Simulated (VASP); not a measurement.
# CdSe (F-43m) in VASP: a series of runs

CdSe is run at these levels: PBE, r2SCAN; tasks: single point.

Program: VASP 6.6.1. These are calculated values, not measurements. Logs are shortened: lines on timing, memory, paths and dates and some standing lists are left out, and cuts for length are marked.

## Step 1: The cell of the first run

It takes space group F-43m (No. 216, cubic). The conventional cell has a = 5.898 Å, b = 5.898 Å, c = 5.898 Å, α = 90.00°, β = 90.00°, γ = 90.00°. Within 3.4 Å of Cd (site symmetry -43m) lie 4 Se at 2.55 Å. Within 3.4 Å of Se (site symmetry -43m) lie 4 Cd at 2.55 Å.

## Step 2: Single point, PBE (strain -3.9%)

Contents of INCAR:

```
SYSTEM = CdSe
PREC = Accurate ; ENCUT = 500
EDIFF = 1E-6 ; ISMEAR = -1
SIGMA = 0.02 ; LREAL = .FALSE.
LASPH = .TRUE. ; NELM = 120
ALGO = Normal ; ISIF = 2
LWAVE = .FALSE. ; LCHARG = .FALSE.
GGA = PE ; NBANDS = 16
GGA_COMPAT = .FALSE.
```

Contents of KPOINTS:

```
regular mesh
0
G
  8 8 8
  0 0 0
```

Contents of POSCAR:

```
CdSe
1.0
    0.0000000000      2.9487709945      2.9487709945
    2.9487709945      0.0000000000      2.9487709945
    2.9487709945      2.9487709945      0.0000000000
Cd Se
1 1
Direct
    0.0000000000      0.0000000000      0.0000000000
    0.7500000000      0.7500000000      0.7500000000
```

Potentials or basis: VASP PAW PBE potentials, release 64 (Cd, Se).

Launch:

```bash
cat potpaw_PBE.64/Cd/POTCAR potpaw_PBE.64/Se/POTCAR > POTCAR
mpirun -np 1 vasp_std > vasp.out
```

OUTCAR:

```text
SYSTEM = CdSe
   PREC = Accurate
   ENCUT = 500
   EDIFF = 1E-6
   ISMEAR = -1
   LREAL = .FALSE.
   LASPH = .TRUE.
   NELM = 120
   ISIF = 2
   GGA = PE

 ion  position               nearest neighbor table
   1  0.000  0.000  0.000-   2 2.55   2 2.55   2 2.55   2 2.55
   2  0.750  0.750  0.750-   1 2.55   1 2.55   1 2.55   1 2.55

  LATTYP: Found a face centered cubic cell.
 ALAT       =     5.8975419890

  Lattice vectors:

 A1 = (   0.0000000000,   2.9487709945,   2.9487709945)
 A2 = (   2.9487709945,   0.0000000000,   2.9487709945)
 A3 = (   2.9487709945,   2.9487709945,   0.0000000000)

Analysis of symmetry for initial positions (statically):
=====================================================================
 Subroutine PRICEL returns:
 Original cell was already a primitive cell.

 Routine SETGRP: Setting up the symmetry group for a
 face centered cubic supercell.

 Subroutine GETGRP returns: Found 24 space group operations
 (whereof 24 operations were pure point group operations)
 out of a pool of 48 trial point group operations.

The static configuration has the point symmetry T_d .

Analysis of symmetry for dynamics (positions and initial velocities):
=====================================================================
 Subroutine PRICEL returns:
 Original cell was already a primitive cell.

 Routine SETGRP: Setting up the symmetry group for a
 face centered cubic supercell.

 Subroutine GETGRP returns: Found 24 space group operations
 (whereof 24 operations were pure point group operations)
 out of a pool of 48 trial point group operations.

The dynamic configuration has the point symmetry T_d .

 Subroutine INISYM returns: Found 24 space group operations
 (whereof 24 operations are pure point group operations),
 and found     1 'primitive' translations

----------------------------------------------------------------------------------------

                                     Primitive cell

  volume of cell :      51.2806

  direct lattice vectors                    reciprocal lattice vectors
     0.000000000  2.948770994  2.948770994    -0.169562167  0.169562167  0.169562167
     2.948770994  0.000000000  2.948770994     0.169562167 -0.169562167  0.169562167
     2.948770994  2.948770994  0.000000000     0.169562167  0.169562167 -0.169562167

  length of vectors
     4.170191933  4.170191933  4.170191933     0.293690288  0.293690288  0.293690288

  position of ions in fractional coordinates (direct lattice)
     0.000000000  0.000000000  0.000000000
     0.750000000  0.750000000  0.750000000

  ion indices of the primitive-cell ions
   primitive index   ion index
                 1           1
                 2           2

----------------------------------------------------------------------------------------

 KPOINTS: regular mesh

Automatic generation of k-mesh.
 Grid dimensions read from file:
 generate k-points for:    8    8    8

 Generating k-lattice:

  Cartesian coordinates                     Fractional coordinates (reciprocal lattice)
    -0.021195271  0.021195271  0.021195271     0.125000000  0.000000000  0.000000000
     0.021195271 -0.021195271  0.021195271     0.000000000  0.125000000  0.000000000
     0.021195271  0.021195271 -0.021195271     0.000000000  0.000000000  0.125000000

  Length of vectors
     0.036711286  0.036711286  0.036711286

  Shift w.r.t. Gamma in fractional coordinates (k-lattice)
     0.000000000  0.000000000  0.000000000

 Subroutine IBZKPT returns following result:
 ===========================================

 Found     29 irreducible k-points:

 Following reciprocal coordinates:
            Coordinates               Weight
  0.000000  0.000000  0.000000      1.000000
  0.125000  0.000000  0.000000      8.000000
  0.250000  0.000000  0.000000      8.000000
  0.375000  0.000000  0.000000      8.000000
  0.500000  0.000000  0.000000      4.000000
  0.125000  0.125000  0.000000      6.000000
[... 16 lines left out ...]
  0.500000  0.250000  0.125000     48.000000
 -0.375000  0.250000  0.125000     24.000000
 [... further k-points ...]
   k-points           NKPTS =     29   k-points in BZ     NKDIM =     29   number of bands    NBANDS=     16
   number of dos      NEDOS =    301   number of ions     NIONS =      2
   total plane-waves  NPLWV =  27000
   dimension x,y,z NGX =    30 NGY =   30 NGZ =   30
   dimension x,y,z NGXF=    60 NGYF=   60 NGZF=   60
   ions per type =               1   1
   NGX,Y,Z   is equivalent  to a cutoff of  11.96, 11.96, 11.96 a.u.
   NGXF,Y,Z  is equivalent  to a cutoff of  23.92, 23.92, 23.92 a.u.
 SYSTEM =  CdSe
   PREC   = accura    normal or accurate (medium, high low for compatibility)
   ISTART =      0    job   : 0-new  1-cont  2-samecut
   ICHARG =      2    charge: 1-file 2-atom 10-const
   ISPIN  =      1    spin polarized calculation?
   LNONCOLLINEAR =      F non collinear calculations
   LSORBIT =      F    spin-orbit coupling
   LASPH  =      T    aspherical Exc in radial PAW
   ENCUT  =  500.0 eV  36.75 Ry    6.06 a.u.   7.60  7.60  7.60*2*pi/ulx,y,z
   NELM   =    120;   NELMIN=  2; NELMDL= -5     # of ELM steps
   EDIFF  = 0.1E-05   stopping-criterion for ELM
   LREAL  =      F    real-space projection
[... 7 lines left out ...]
   TEBEG  =    0.0;   TEEND  =   0.0 temperature during run
   PSTRESS=    0.0 pullay stress
   NELECT =      18.0000    total number of electrons
   NUPDOWN=      -1.0000    fix difference up-down
   EMIN   =  10.00;   EMAX   =-10.00  energy-range for DOS
   EFERMI =   0.00;   METHOD = LEGACY
   ISMEAR =    -1;   SIGMA  =   0.02  broadening in eV -4-tet -1-fermi 0-gaus
   EFERMI_NEDOS =   21; number of points for ismear=-14 and -15
   IALGO  =     38    algorithm
   IMIX   =      4    mixing-type and parameters
     AMIX     =   0.40;   BMIX     =  1.00
     AMIX_MAG =   1.60;   BMIX_MAG =  1.00
  volume/ion in A,a.u.               =      25.64       173.03
  Fermi-wavevector in a.u.,A,eV,Ry     =   1.154821  2.182295 18.144882  1.333611
  Thomas-Fermi vector in A             =   2.291454
   LORBIT       =      0    0 simple, 1 ext, 2 COOP (PROOUT), +10 PAW based schemes
   GGA     = PE    functional components
   LHFCALC =     F    Hartree Fock is set to
   AEXX    =    0.0000 exact exchange contribution
   IVDW    =     0    specifies the selected vdW correction
   LEPSILON=     F    determine dielectric tensor
   LRPA    =     F    only Hartree local field effects (RPA)
 non-spin polarized calculation
  energy-cutoff  :      500.00
  volume of cell :       51.28
 maximum number of plane-waves:      1316
   NGX = 15   NGY = 15   NGZ = 15

 number of electron      17.9999990 magnetization

 Free energy of the ion-electron system (eV)
  ---------------------------------------------------
  ext. energy  EPLUGINS =         0.00000000
  ---------------------------------------------------
  free energy    TOTEN  =        -5.27292475 eV

  energy without entropy =       -5.27292475  energy(sigma->0) =       -5.27292475

 E-fermi :   2.1110     XC(G=0):  -9.3153

 val. band max:        1.7302113044   @ k =   0.0000   0.0000   0.0000
 cond. band min:       2.5295176235   @ k =   0.0000   0.0000   0.0000
 fundamental gap:      0.7993063191
 Fermi energy:         2.1110083629

 k-point     1 :       0.0000    0.0000    0.0000
  band No.  band energies     occupation
      1     -11.4351      2.00000
      2      -6.5728      2.00000
      3      -6.5728      2.00000
      4      -6.5728      2.00000
      5      -6.0881      2.00000
      6      -6.0881      2.00000
[... 8 lines left out ...]
     15      13.0370      0.00000
     16      13.0370      0.00000

 k-point     2 :       0.1250    0.0000    0.0000
  band No.  band energies     occupation
      1     -11.3690      2.00000
      2      -6.5508      2.00000
      3      -6.5508      2.00000
      4      -6.5211      2.00000
      5      -6.0895      2.00000
      6      -6.0895      2.00000
[... 8 lines left out ...]
     15      12.1792      0.00000
     16      12.5529      0.00000

 k-point     3 :       0.2500    0.0000    0.0000
  band No.  band energies     occupation
      1     -11.2070      2.00000
      2      -6.5028      2.00000
      3      -6.5028      2.00000
      4      -6.3329      2.00000
      5      -6.0859      2.00000
      6      -6.0859      2.00000
[... 8 lines left out ...]
     15      11.9297      0.00000
     16      12.0047      0.00000

 k-point     4 :       0.3750    0.0000    0.0000
  band No.  band energies     occupation
      1     -11.0426      2.00000
      2      -6.4649      2.00000
      3      -6.4649      2.00000
      4      -6.0689      2.00000
      5      -6.0689      2.00000
      6      -5.9791      2.00000
[... 8 lines left out ...]
     15      12.9118      0.00000
     16      12.9118      0.00000

 k-point     5 :       0.5000    0.0000    0.0000
  band No.  band energies     occupation
      1     -10.9743      2.00000
      2      -6.4529      2.00000
      3      -6.4529      2.00000
      4      -6.0571      2.00000
      5      -6.0571      2.00000
      6      -5.7162      2.00000
[... 8 lines left out ...]
     15      14.1833      0.00000
     16      14.1833      0.00000

 k-point     6 :       0.1250    0.1250    0.0000
  band No.  band energies     occupation
      1     -11.3470      2.00000
      2      -6.5315      2.00000
      3      -6.5298      2.00000
      4      -6.5298      2.00000
      5      -6.1036      2.00000
      6      -6.0769      2.00000
[... 8 lines left out ...]
     15      13.1647      0.00000
     16      13.1860      0.00000
[... 267 lines left out ...]
 k-point    21 :       0.5000    0.5000    0.0000
  band No.  band energies     occupation
      1     -10.8295      2.00000
      2      -6.3561      2.00000
      3      -6.2317      2.00000
      4      -6.2317      2.00000
      5      -6.0113      2.00000
      6      -5.6398      2.00000
[... 8 lines left out ...]
     15      14.2655      0.00000
     16      15.4456      0.00000

 k-point    22 :       0.3750    0.2500    0.1250
  band No.  band energies     occupation
      1     -11.0869      2.00000
      2      -6.4523      2.00000
      3      -6.4256      2.00000
      4      -6.2641      2.00000
      5      -6.0835      2.00000
      6      -6.0346      2.00000
[... 8 lines left out ...]
     15      13.5545      0.00000
     16      14.9073      0.00000

 k-point    23 :       0.5000    0.2500    0.1250
  band No.  band energies     occupation
      1     -10.9567      2.00000
      2      -6.4152      2.00000
      3      -6.3912      2.00000
      4      -6.1574      2.00000
      5      -6.0606      2.00000
      6      -5.8099      2.00000
[... 8 lines left out ...]
     15      14.0234      0.00000
     16      14.6493      0.00000

 k-point    24 :      -0.3750    0.2500    0.1250
  band No.  band energies     occupation
      1     -10.9030      2.00000
      2      -6.4095      2.00000
      3      -6.3747      2.00000
      4      -6.1174      2.00000
      5      -6.0681      2.00000
      6      -5.6040      2.00000
[... 8 lines left out ...]
     15      13.6612      0.00000
     16      14.7189      0.00000

 [... further k-points ...]
[... 5 lines left out ...]
  --------------------------------------------------------------------------------------
  -------------------------------------------------------------------------------------
  Total        3.1606296      3.1606296      3.1606296      0.0000000      0.0000000      0.0000000
  in kB       98.7486226     98.7486226     98.7486226      0.0000000      0.0000000      0.0000000
  external PRESSURE =      98.7486226 kB  Pullay stress =       0.0000000 kB

 VOLUME and BASIS-vectors are now :
 -----------------------------------------------------------------------------
  energy-cutoff  :      500.00
  volume of cell :       51.28
      direct lattice vectors                 reciprocal lattice vectors
     0.000000000  2.948770994  2.948770994    -0.169562167  0.169562167  0.169562167
     2.948770994  0.000000000  2.948770994     0.169562167 -0.169562167  0.169562167
     2.948770994  2.948770994  0.000000000     0.169562167  0.169562167 -0.169562167

 POSITION                                       TOTAL-FORCE (eV/Angst)
 -----------------------------------------------------------------------------------
      0.00000      0.00000      0.00000         0.000000     -0.000000      0.000000
      4.42316      4.42316      4.42316        -0.000000      0.000000     -0.000000
 -----------------------------------------------------------------------------------
    total drift:                               -0.000000     -0.000000     -0.000000

  FREE ENERGIE OF THE ION-ELECTRON SYSTEM (eV)
  ---------------------------------------------------
  free  energy   TOTEN  =        -5.2729247455 eV

  energy  without entropy=       -5.2729247455  energy(sigma->0) =       -5.27292475
```

Run time: 8.9 s. Hardware: 1 thread of AMD EPYC 9R45 (Zen 5), shared host; peak memory 0.15 GiB.

What came out:

```
Free energy            : -5.2729 eV
Pressure               : 9.9 GPa
Band gap on the k mesh : 0.80 eV
```

Levels at points of the mesh, in eV from the valence-band top:
```tsv
k point	band 5	band 6	band 7	band 8	band 9	band 10	band 11	band 12	band 13	band 14
(0.00, 0.00, 0.00)	-7.82	-7.82	0.00	0.00	0.00	0.80	5.92	5.92	5.92	10.16
(0.50, 0.00, 0.00)	-7.79	-7.45	-4.97	-0.89	-0.89	2.50	6.45	6.45	7.66	10.34
(0.50, 0.50, 0.00)	-7.74	-7.37	-4.53	-2.19	-2.19	2.95	3.81	9.59	10.77	10.77
```

Caveat: the cell differs from its parent crystal (strain -3.9%); the cell stands under pressure; semilocal functionals underestimate gaps, and a narrow one can read as zero.

(Continued in part 2 of 3.)
